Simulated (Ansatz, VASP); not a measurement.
Rb in VASP and in Ansatz

```
CELL_PARAMETERS angstrom
-2.81532 2.81532 2.81532
2.81532 -2.81532 2.81532
2.81532 2.81532 -2.81532
ATOMIC_POSITIONS crystal
Rb 0.00000 0.00000 0.00000
```

Change from the starting cell: volume scaled by 1.01, crystal datasets.

Alike in both runs: task electric field gradients; functional PBEsol; k mesh 8 × 8 × 8; occupations fermi-dirac, width 0.05 eV; no spin polarisation.

```csv
,VASP,Ansatz
version,VASP 6.6.1,Ansatz 0.2.0
potentials or method,"VASP PAW PBE potentials, release 64 (Rb_sv), cutoff 520 eV","all-electron PAW with datasets made for the crystal, scalar-relativistic"
```

|  | VASP | Ansatz | Ansatz less VASP |
| --- | --- | --- | --- |
| pressure (GPa) | -0.1 | -0.1 | 0.00 |

VASP's potentials were made for PBE, not for PBEsol. Ansatz ran all-electron here, and VASP with PAW potentials.
